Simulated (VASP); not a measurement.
Runs of VASP 6.6.1 on AlN. The structure is that of space group P6_3mc (No. 186), or close to it. The cells are those of the table. 

```csv
task,cell,k mesh,cutoff (eV),smearing,gap on the mesh (eV),pressure (GPa)
single point,"a = 3.077, b = 3.077, c = 4.919 Å, angles 90.0, 90.0, 120.0°, 4 atoms",8 × 8 × 6,520,gaussian 0.01 eV,5.20,(d)
relaxation of cell and atoms,"relaxed to 7 GPa from a = 3.107, b = 3.107, c = 4.979 Å, angles 90.0, 90.0, 120.0°, 4 atoms",8 × 8 × 6,600,gaussian 0.01 eV,5.21,7.0
relaxation of cell and atoms,"relaxed to 1 GPa from a = 3.107, b = 3.107, c = 4.979 Å, angles 90.0, 90.0, 120.0°, 4 atoms",8 × 8 × 6,600,gaussian 0.01 eV,4.97,1.0
single point,"a = 3.065, b = 3.065, c = 4.896 Å, angles 90.0, 90.0, 120.0°, 4 atoms",8 × 8 × 6,520,gaussian 0.01 eV,(b),9.7
relaxation of cell and atoms,"relaxed to 2 GPa from a = 3.107, b = 3.107, c = 4.979 Å, angles 90.0, 90.0, 120.0°, 4 atoms",8 × 8 × 6,600,gaussian 0.01 eV,5.02,2.0
single point,"a = 3.089, b = 3.089, c = 4.944 Å, angles 90.0, 90.0, 120.0°, 4 atoms",8 × 8 × 6,520,gaussian 0.01 eV,5.08,3.6
single point,"a = 3.047, b = 3.047, c = 4.859 Å, angles 90.0, 90.0, 120.0°, 4 atoms",8 × 8 × 6,520,gaussian 0.01 eV,5.48,14.7
single point,"a = 3.102, b = 3.102, c = 4.970 Å, angles 90.0, 90.0, 120.0°, 4 atoms",8 × 8 × 6,520,gaussian 0.01 eV,4.96,0.6
single point,"a = 3.107, b = 3.107, c = 4.979 Å, angles 90.0, 90.0, 120.0°, 4 atoms",16 × 16 × 8,520,fermi-dirac 0.1 eV,4.92,-0.4
relaxation of cell and atoms,"relaxed to 4 GPa from a = 3.107, b = 3.107, c = 4.979 Å, angles 90.0, 90.0, 120.0°, 4 atoms",8 × 8 × 6,600,gaussian 0.01 eV,5.09,4.0
single point,"a = 3.098, b = 3.098, c = 4.961 Å, angles 90.0, 90.0, 120.0°, 4 atoms",8 × 8 × 6,520,gaussian 0.01 eV,(c),(a)
```

Alike in all rows: level r2SCAN; potentials or basis VASP PAW PBE potentials, release 64 (Al, N); no spin polarisation.

Q: Estimate the missing entries.

A: (a) 1.6; (b) 5.31; (c) 5.00; (d) 6.6.

Caveats: the PAW data sets were made with another functional, which shifts forces and pressure a little; the cell is relaxed towards a set pressure, so the enthalpy falls and the energy may rise (some runs).

A k mesh can miss the band edges.
